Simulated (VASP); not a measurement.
Set up this calculation in VASP 6.6.1, as the native input.

- Task: single point
- Functional: PBEsol
- Potentials or basis: VASP PAW PBE potentials, release 64 (K_sv, Br)
- Cutoff: 520 eV
- k mesh: 6 × 6 × 6
- Occupations: gaussian, width 0.05 eV
- Spin: no spin polarisation
- Dipole correction: no
- Further INCAR settings: ALGO = Normal; EDIFF = 1e-07; NBANDS = 15

The structure of KBr lies in POSCAR:

```
KBr
1.0
    0.0000000000      3.1278750000      3.1278750000
    3.2925000000     -0.1646250000      3.2925000000
    3.2925000000      3.2925000000     -0.1646250000
K Br
1 1
Direct
    0.0000000000      0.0000000000      0.0000000000
    0.5000000000      0.5000000000      0.5000000000
```

This cell differs from its parent crystal: strain -0.1000 x Voigt [0, 0, 0, 1, 0, 0].

One way to write it, as run:

INCAR

```
PREC = Accurate ; ENCUT = 520
EDIFF = 1E-7 ; ISMEAR = 0
SIGMA = 0.05 ; LREAL = F
LASPH = T ; NELM = 80
ALGO = Normal ; ISIF = 2
LWAVE = F ; LCHARG = T
GGA = PS ; LELF = T
LVHAR = T ; NBANDS = 15
```

KPOINTS

```
regular mesh
0
Gamma
  6 6 6
```

Potentials or basis: VASP PAW PBE potentials, release 64 (K_sv, Br).

Launch:

```sh
$ cat potpaw_PBE.64/K_sv/POTCAR potpaw_PBE.64/Br/POTCAR > POTCAR
$ mpirun -np 1 vasp_std > vasp.out
```

Results of the run:

* Pressure: -0.2 GPa
* Band gap on the k mesh: 4.14 eV, direct

Caveat: the cell differs from its parent crystal (strain -0.1000 x Voigt [0, 0, 0, 1, 0, 0]); the PAW data sets were made with another functional, which shifts forces and pressure a little.

It took 35 s on 1 thread of Intel Xeon 6975P-C (shared host), peak memory 0.23 GiB.
